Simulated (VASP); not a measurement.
## MoP: single point with PBE

The system is MoP, a slab with vacuum.

```xyz
8
Lattice="3.1952 0.0000 0.0000 0.0000 3.2410 0.0000 0.0000 0.0000 24.3561" Properties=species:S:1:pos:R:3 pbc="T T T"
Mo    0.0000    1.6205    7.6999
Mo    0.0000    0.0000   10.2517
Mo    0.0000    1.6205   13.1134
Mo    0.0000    0.0000   15.8512
P     1.5976    0.0000    8.3525
P     1.5976    1.6205   11.2240
P     1.5976    0.0000   14.0317
P     1.5976    1.6205   16.9000
```

```json
{
  "Program": "VASP 6.6.1",
  "Task": "single point",
  "Functional": "PBE",
  "Potentials or basis": "VASP PAW PBE potentials, release 64 (Mo_sv, P)",
  "Cutoff": "520 eV",
  "k mesh": "11 × 11 × 1",
  "Occupations": "gaussian, width 0.1 eV",
  "Spin": "no spin polarisation",
  "Dipole correction": "yes",
  "Further INCAR settings": "ALGO = Normal; EDIFF = 1e-06; NBANDS = 48"
}
```

The largest force is 0.021 eV/Å and the band gap on the k mesh is zero (band 38 reaches 3.52 eV, above the bottom of band 39 at 2.43 eV).

Forces in eV/Å, atoms in the order of the input:
```
Mo   0.000  0.000  0.006
Mo   0.000  0.000 -0.017
Mo   0.000  0.000  0.021
Mo   0.000  0.000  0.001
P    0.000  0.000 -0.004
P    0.000  0.000 -0.010
P    0.000  0.000 -0.003
P    0.000  0.000  0.006
```

Levels at points of the mesh, in eV from the Fermi level:
```tsv
k point	band 36	band 37	band 38	band 39	band 40	band 41
(0.00, 0.00, 0.00)	-0.34	-0.32	-0.28	-0.15	0.28	0.43
```

Wall time 26 min on 1 thread of Oxide Virtual Turin-like Processor, with other jobs on the host, peak memory 0.49 GiB.
